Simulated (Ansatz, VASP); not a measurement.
One calculation of Al6Co5Ni, two programs

```
Al Co Ni
1.0
     2.96302    0.00000    0.00000
     0.00000    2.96302    0.00000
     0.00000    0.00000   17.77814
Al Co Ni
6 5 1
Direct
  0.00000 0.00000 0.91667
  0.00000 0.00000 0.08333
  0.00000 0.00000 0.25000
  0.00000 0.00000 0.41667
  0.00000 0.00000 0.58333
  0.00000 0.00000 0.75000
  0.50000 0.50000 0.16667
  0.50000 0.50000 0.33333
  0.50000 0.50000 0.50000
  0.50000 0.50000 0.66667
  0.50000 0.50000 0.83333
  0.50000 0.50000 0.00000
```

Alike in both runs: task single point; functional PBE; k mesh 6 × 6 × 1; occupations gaussian, width 0.1 eV; collinear spin.

```csv
,VASP,Ansatz
version,VASP 6.6.1,Ansatz 0.2.0
potentials or method,"VASP PAW PBE potentials, release 64 (Al, Co, Ni), cutoff 520 eV","scalar-relativistic, plane waves, PAW"
valence electrons in the cell,73,121
```

Ansatz gave:

```
gap on the k mesh at the Fermi level (eV)                     : none
pressure (GPa)                                                : -14.3
traceless stress, the component that is largest in VASP (GPa) : -0.37
rms of the force components (eV/Å)                            : 0.106
net moment per atom (μB)                                      : 0.14
size of the moment on the site where the two differ most (μB) : 0.32
```

What did VASP give for the same quantities?

gap on the k mesh at the Fermi level (eV): none; pressure (GPa): -14.3; traceless stress, the component that is largest in VASP (GPa): -0.34; rms of the force components (eV/Å): 0.109; net moment per atom (μB): 0.11; size of the moment on the site where the two differ most (μB): 0.26.

Site moments also hang on the region over which each program counts them. Atom by atom the forces differ by 0.011 eV/Å (rms over components). A gap of «none» marks a metal or a gap that the smearing closes. VASP's potentials hold 73 valence electrons a cell and Ansatz's 121, so a difference there can come from the potentials and not from the codes. Ansatz's warnings: seeded moment not kept.
